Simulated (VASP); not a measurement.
# CuO (C2/c) in VASP: single point with r2SCAN+U

Aim: the single point of CuO with r2SCAN+U.

Program: VASP 6.6.1. These are calculated values, not measurements. Logs are shortened: lines on timing, memory, paths and dates and some standing lists are left out, and cuts for length are marked.

### 1 The cell of the first run

Symmetry: C2/c, No. 15, monoclinic system. The conventional cell has a = 4.249 Å, b = 4.061 Å, c = 5.161 Å, α = 90.00°, β = 92.50°, γ = 90.00°. Within 2.6 Å of Cu (site symmetry -1) lie 4 O at 1.95 to 1.96 Å. Within 2.6 Å of O (site symmetry 2) lie 4 Cu at 1.95 to 1.96 Å and 2 O at 2.58 Å.

### 2 Single point, r2SCAN+U, collinear spin

POSCAR

```
CuO
1.0
    2.1247350000     -2.0304310000      0.0000000000
    2.1247350000      2.0304310000      0.0000000000
   -0.2253380000      0.0000000000      5.1557990000
Cu O
2 2
Direct
    0.5000000000      0.0000000000      0.5000000000
    0.0000000000      0.5000000000      0.0000000000
    0.5138720000      0.4861280000      0.2500000000
    0.4861280000      0.5138720000      0.7500000000
```

INCAR.step1

```
SYSTEM = CuO
PREC     = Accurate       ! precision mode
ENCUT    = 520            ! plane-wave cutoff, eV
ISMEAR   = 0              ! smearing method
SIGMA    = 0.1            ! smearing width, eV
LREAL    = .FALSE.        ! projectors in reciprocal space
LASPH    = .TRUE.         ! aspherical terms in the spheres
NELM     = 150            ! most SCF steps
ISPIN    = 2              ! spin polarisation
MAGMOM   = 1 1 0 0        ! initial moments
LMAXMIX  = 4              ! l up to which the mixer works
LDAU     = .TRUE.         ! DFT+U
LDAUTYPE = 2            
LDAUL    = 2 -1           ! shell
LDAUU    = 4 0            ! U, eV
LDAUJ    = 0 0          
NBANDS   = 29             ! bands
GGA      = PE             ! functional
ALGO     = Normal         ! electronic algorithm
EDIFF    = 1E-4           ! SCF threshold, eV
LWAVE    = .TRUE.         ! write WAVECAR
LCHARG   = .FALSE.        ! write CHGCAR
```

INCAR.step2

```
SYSTEM = CuO
PREC     = Accurate       ! precision mode
ENCUT    = 520            ! plane-wave cutoff, eV
EDIFF    = 1E-6           ! SCF threshold, eV
ISMEAR   = 0              ! smearing method
SIGMA    = 0.1            ! smearing width, eV
LREAL    = .FALSE.        ! projectors in reciprocal space
LASPH    = .TRUE.         ! aspherical terms in the spheres
NELM     = 150            ! most SCF steps
ALGO     = Normal         ! electronic algorithm
ISIF     = 2              ! what is computed and relaxed
LWAVE    = .FALSE.        ! write WAVECAR
LCHARG   = .TRUE.         ! write CHGCAR
ISPIN    = 2              ! spin polarisation
MAGMOM   = 1 1 0 0        ! initial moments
LORBIT   = 11             ! projections on sites
LMAXMIX  = 4              ! l up to which the mixer works
LDAU     = .TRUE.         ! DFT+U
LDAUTYPE = 2            
LDAUL    = 2 -1           ! shell
LDAUU    = 4 0            ! U, eV
LDAUJ    = 0 0          
LDAUPRINT= 1            
METAGGA  = R2SCAN         ! meta-GGA
LMIXTAU  = .TRUE.       
LELF     = .TRUE.         ! ELF
LVHAR    = .TRUE.       
NBANDS   = 29             ! bands
ISTART   = 1
```

KPOINTS

```
regular mesh
0
G
  6 6 4
  0 0 0
```

Potentials or basis: VASP PAW PBE potentials, release 64 (Cu, O).

Launch:

```sh
cat potpaw_PBE.64/Cu/POTCAR potpaw_PBE.64/O/POTCAR > POTCAR
cp INCAR.step1 INCAR
mpirun -np 1 vasp_std > vasp.out
cp INCAR.step2 INCAR
mpirun -np 1 vasp_std > vasp.out
```

OUTCAR:

```text
SYSTEM = CuO
   PREC = Accurate
   ENCUT = 520
   EDIFF = 1E-6
   ISMEAR = 0
   LREAL = .FALSE.
   LASPH = .TRUE.
   NELM = 150
   ISIF = 2
   ISPIN = 2
   LORBIT = 11
   METAGGA = R2SCAN
   ISTART = 1

 ion  position               nearest neighbor table
   1  0.500  0.000  0.500-   4 1.95   3 1.95   4 1.96   3 1.96
   2  0.000  0.500  0.000-   3 1.95   4 1.95   4 1.96   3 1.96
   3  0.514  0.486  0.250-   1 1.95   2 1.95   2 1.96   1 1.96
   4  0.486  0.514  0.750-   2 1.95   1 1.95   2 1.96   1 1.96

  LATTYP: Found a base centered monoclinic cell.
 ALAT       =     4.2494700000
 B/A-ratio  =     0.9556161121
 C/A-ratio  =     1.2144387259
 COS(beta)  =    -0.0436640545

  Lattice vectors:

 A1 = (   2.1247350000,  -2.0304310000,   0.0000000000)
 A2 = (   2.1247350000,   2.0304310000,   0.0000000000)
 A3 = (  -0.2253380000,   0.0000000000,   5.1557990000)

Analysis of symmetry for initial positions (statically):
=====================================================================
 Subroutine PRICEL returns:
 Original cell was already a primitive cell.

 Routine SETGRP: Setting up the symmetry group for a
 base centered monoclinic supercell.

 Subroutine GETGRP returns: Found  4 space group operations
 (whereof  2 operations were pure point group operations)
 out of a pool of  4 trial point group operations.

The static configuration has the point symmetry S_2 .
 The point group associated with its full space group is C_2h.

Analysis of symmetry for dynamics (positions and initial velocities):
=====================================================================
 Subroutine PRICEL returns:
 Original cell was already a primitive cell.

 Routine SETGRP: Setting up the symmetry group for a
 base centered monoclinic supercell.

 Subroutine GETGRP returns: Found  4 space group operations
 (whereof  2 operations were pure point group operations)
 out of a pool of  4 trial point group operations.

The dynamic configuration has the point symmetry S_2 .
 The point group associated with its full space group is C_2h.

Analysis of structural, dynamic, and magnetic symmetry:
=====================================================================
 Subroutine PRICEL returns:
 Original cell was already a primitive cell.

 Routine SETGRP: Setting up the symmetry group for a
 base centered monoclinic supercell.

 Subroutine GETGRP returns: Found  4 space group operations
 (whereof  2 operations were pure point group operations)
 out of a pool of  4 trial point group operations.

The overall configuration has the point symmetry S_2 .
 The point group associated with its full space group is C_2h.

 Subroutine INISYM returns: Found  4 space group operations
 (whereof  2 operations are pure point group operations),
 and found     1 'primitive' translations

----------------------------------------------------------------------------------------

                                     Primitive cell

  volume of cell :      44.4856

  direct lattice vectors                    reciprocal lattice vectors
     2.124735000 -2.030431000  0.000000000     0.235323464 -0.246253135  0.010284986
     2.124735000  2.030431000  0.000000000     0.235323464  0.246253135  0.010284986
    -0.225338000  0.000000000  5.155799000     0.000000000  0.000000000  0.193956359

[... 149 lines left out ...]

 occupancies and eigenvectors

  o =  0.3455  v =  0.0000  0.0000  0.0000  0.0000  0.0000  0.0059  0.6864  0.0003  0.7242 -0.0657      0.0000  0.0000  0.0000  0.0000  0.0000  0.0000  0.0000  0.0000  0.0000  0.0000
  o =  0.9411  v =  0.0000  0.0000  0.0000  0.0000  0.0000 -0.8805 -0.0573 -0.4664  0.0597 -0.0211      0.0000  0.0000  0.0000  0.0000  0.0000  0.0000  0.0000  0.0000  0.0000  0.0000
  o =  0.9525  v =  0.8920  0.0590  0.4440 -0.0571  0.0209  0.0000  0.0000  0.0000  0.0000  0.0000      0.0000  0.0000  0.0000  0.0000  0.0000  0.0000  0.0000  0.0000  0.0000  0.0000
  o =  0.9693  v =  0.0000  0.0000  0.0000  0.0000  0.0000  0.0456 -0.3581  0.0314  0.2578 -0.8957      0.0000  0.0000  0.0000  0.0000  0.0000  0.0000  0.0000  0.0000  0.0000  0.0000
  o =  0.9696  v =  0.0000  0.0000  0.0000  0.0000  0.0000 -0.0322  0.6292 -0.0781 -0.6358 -0.4389      0.0000  0.0000  0.0000  0.0000  0.0000  0.0000  0.0000  0.0000  0.0000  0.0000
  o =  0.9746  v = -0.0478  0.7210 -0.0901 -0.6837  0.0489  0.0000  0.0000  0.0000  0.0000  0.0000      0.0000  0.0000  0.0000  0.0000  0.0000  0.0000  0.0000  0.0000  0.0000  0.0000
  o =  0.9760  v = -0.0251  0.0080  0.0127  0.0799  0.9964  0.0000  0.0000  0.0000  0.0000  0.0000      0.0000  0.0000  0.0000  0.0000  0.0000  0.0000  0.0000  0.0000  0.0000  0.0000
  o =  0.9795  v =  0.0000  0.0000  0.0000  0.0000  0.0000 -0.4708  0.0380  0.8806 -0.0342 -0.0181      0.0000  0.0000  0.0000  0.0000  0.0000  0.0000  0.0000  0.0000  0.0000  0.0000
  o =  0.9813  v =  0.4488 -0.0419 -0.8914  0.0434  0.0195  0.0000  0.0000  0.0000  0.0000  0.0000      0.0000  0.0000  0.0000  0.0000  0.0000  0.0000  0.0000  0.0000  0.0000  0.0000
  o =  1.0298  v = -0.0011 -0.6891 -0.0020 -0.7219  0.0634  0.0000  0.0000  0.0000  0.0000  0.0000      0.0000  0.0000  0.0000  0.0000  0.0000  0.0000  0.0000  0.0000  0.0000  0.0000

atom =   2  type =  1  l = 2

 onsite density matrix

spin component  1

  0.9583 -0.0012  0.0114 -0.0013  0.0004
 -0.0012  1.0007  0.0003 -0.0275  0.0024
  0.0114  0.0003  0.9756  0.0004 -0.0003
 -0.0013 -0.0275  0.0004  1.0033 -0.0024
  0.0004  0.0024 -0.0003 -0.0024  0.9762

spin component  2

  0.9496 -0.0041  0.0158  0.0010  0.0002
 -0.0041  0.6755  0.0006  0.3101 -0.0280
  0.0158  0.0006  0.9711  0.0003 -0.0004
  0.0010  0.3101  0.0003  0.6422  0.0298
  0.0002 -0.0280 -0.0004  0.0298  0.9666

 occupancies and eigenvectors

  o =  0.3455  v =  0.0000  0.0000  0.0000  0.0000  0.0000 -0.0059 -0.6864  0.0003  0.7242 -0.0657      0.0000  0.0000  0.0000  0.0000  0.0000  0.0000  0.0000  0.0000  0.0000  0.0000
  o =  0.9411  v =  0.0000  0.0000  0.0000  0.0000  0.0000  0.8805  0.0573 -0.4664  0.0597 -0.0211      0.0000  0.0000  0.0000  0.0000  0.0000  0.0000  0.0000  0.0000  0.0000  0.0000
  o =  0.9525  v =  0.8920  0.0590 -0.4440  0.0571 -0.0209  0.0000  0.0000  0.0000  0.0000  0.0000      0.0000  0.0000  0.0000  0.0000  0.0000  0.0000  0.0000  0.0000  0.0000  0.0000
  o =  0.9693  v =  0.0000  0.0000  0.0000  0.0000  0.0000 -0.0456  0.3581  0.0314  0.2578 -0.8957      0.0000  0.0000  0.0000  0.0000  0.0000  0.0000  0.0000  0.0000  0.0000  0.0000
  o =  0.9696  v =  0.0000  0.0000  0.0000  0.0000  0.0000  0.0322 -0.6292 -0.0781 -0.6358 -0.4389      0.0000  0.0000  0.0000  0.0000  0.0000  0.0000  0.0000  0.0000  0.0000  0.0000
  o =  0.9746  v =  0.0478 -0.7210 -0.0901 -0.6837  0.0489  0.0000  0.0000  0.0000  0.0000  0.0000      0.0000  0.0000  0.0000  0.0000  0.0000  0.0000  0.0000  0.0000  0.0000  0.0000
  o =  0.9760  v =  0.0251 -0.0080  0.0127  0.0799  0.9964  0.0000  0.0000  0.0000  0.0000  0.0000      0.0000  0.0000  0.0000  0.0000  0.0000  0.0000  0.0000  0.0000  0.0000  0.0000
  o =  0.9795  v =  0.0000  0.0000  0.0000  0.0000  0.0000  0.4708 -0.0380  0.8806 -0.0342 -0.0181      0.0000  0.0000  0.0000  0.0000  0.0000  0.0000  0.0000  0.0000  0.0000  0.0000
  o =  0.9813  v =  0.4488 -0.0419  0.8914 -0.0434 -0.0195  0.0000  0.0000  0.0000  0.0000  0.0000      0.0000  0.0000  0.0000  0.0000  0.0000  0.0000  0.0000  0.0000  0.0000  0.0000
  o =  1.0298  v =  0.0011  0.6891 -0.0020 -0.7219  0.0634  0.0000  0.0000  0.0000  0.0000  0.0000      0.0000  0.0000  0.0000  0.0000  0.0000  0.0000  0.0000  0.0000  0.0000  0.0000

 number of electron      34.0000009 magnetization       1.9999983

 Free energy of the ion-electron system (eV)
  ---------------------------------------------------
  ext. energy  EPLUGINS =         0.00000000
  ---------------------------------------------------
  free energy    TOTEN  =       -34.53029410 eV

  energy without entropy =      -34.53029410  energy(sigma->0) =      -34.53029410

 E-fermi :   4.6922     XC(G=0): -11.9397

 val. band max:        4.3275366382   @ k =   0.5000   0.5000  -0.0000
 cond. band min:       5.0568498875   @ k =   0.5000   0.5000  -0.0000
 fundamental gap:      0.7293132493
 Fermi energy:         4.6921916696

 spin component 1

 k-point     1 :       0.0000    0.0000    0.0000
  band No.  band energies     occupation
      1     -16.1401      1.00000
      2     -14.8559      1.00000
      3      -4.0650      1.00000
      4      -3.2729      1.00000
      5      -3.2015      1.00000
      6      -1.1667      1.00000
[... 1529 lines left out ...]
     28      24.4242      0.00000
     29      25.4877      0.00000

 [... further k-points ...]

------------------------ aborting loop because EDIFF is reached ----------------------------------------

  FORCE on cell =-STRESS in cart. coord.  units (eV):
  Direction    XX          YY          ZZ          XY          YZ          ZX
  --------------------------------------------------------------------------------------
  -------------------------------------------------------------------------------------
  Total       -1.8877808     -1.7831108     -1.1378670      0.0000000      0.0000000      0.1308352
  in kB      -67.9897054    -64.2199446    -40.9810521      0.0000000      0.0000000      4.7121193
  external PRESSURE =     -57.7302341 kB  Pullay stress =       0.0000000 kB

 VOLUME and BASIS-vectors are now :
 -----------------------------------------------------------------------------
  energy-cutoff  :      520.00
  volume of cell :       44.49
      direct lattice vectors                 reciprocal lattice vectors
     2.124735000 -2.030431000  0.000000000     0.235323464 -0.246253135  0.010284986
     2.124735000  2.030431000  0.000000000     0.235323464  0.246253135  0.010284986
    -0.225338000  0.000000000  5.155799000     0.000000000  0.000000000  0.193956359

 POSITION                                       TOTAL-FORCE (eV/Angst)
 -----------------------------------------------------------------------------------
      0.94970     -1.01522      2.57790        -0.000000     -0.000000      0.000000
      1.06237      1.01522      0.00000        -0.000000     -0.000000      0.000000
      2.06840     -0.05633      1.28895         0.000000      0.004233      0.000000
      1.95573      0.05633      3.86685         0.000000     -0.004233     -0.000000
 -----------------------------------------------------------------------------------
    total drift:                                0.000000      0.000000     -0.000000

  FREE ENERGIE OF THE ION-ELECTRON SYSTEM (eV)
  ---------------------------------------------------
  free  energy   TOTEN  =       -34.5302940989 eV

  energy  without entropy=      -34.5302940982  energy(sigma->0) =      -34.53029410

 total charge

# of ion       s       p       d       tot
------------------------------------------
    1        0.389   0.401   9.099   9.889
    2        0.389   0.401   9.099   9.889
    3        1.559   3.470   0.000   5.029
    4        1.559   3.470   0.000   5.029
--------------------------------------------------
tot          3.896   7.740  18.199  29.835

 magnetization (x)

# of ion       s       p       d       tot
------------------------------------------
    1       -0.010  -0.003   0.710   0.696
    2       -0.010  -0.003   0.710   0.696
    3        0.021   0.263   0.000   0.284
    4        0.021   0.263   0.000   0.284
--------------------------------------------------
tot          0.021   0.520   1.419   1.960
```

Run time: 7.2 min. Hardware: 1 thread of Intel Xeon 8259CL, shared host; peak memory 0.25 GiB.

Results:

```yaml
Free_energy: -34.5303 eV
Pressure: -5.8 GPa
Largest_force: 0.004 eV/Å
Band_gap_on_the_k_mesh: 0.73 eV
Net_moment: 2.00 μB per cell
Site_moments: Cu +0.70; O +0.28 μB
Valence_electrons_inside_the_program's_atomic_spheres: Cu 9.89; O 5.03
```

Forces on the atoms (eV/Å):
```
Cu   0.000  0.000  0.000
Cu   0.000  0.000  0.000
O    0.000  0.004  0.000
O    0.000 -0.004  0.000
```

Eigenvalues of the final occupation matrices:
| site | spin | trace | eigenvalues |
| --- | --- | --- | --- |
| site 1 d | 1 | 4.91 | 0.95 0.97 0.98 0.98 1.03 |
| site 1 d | 2 | 4.21 | 0.35 0.94 0.97 0.97 0.98 |
| site 2 d | 1 | 4.91 | 0.95 0.97 0.98 0.98 1.03 |
| site 2 d | 2 | 4.21 | 0.35 0.94 0.97 0.97 0.98 |

Caveat: the cell stands under tension; the PAW data sets were made with another functional, which shifts forces and pressure a little. A k mesh can miss the band edges.
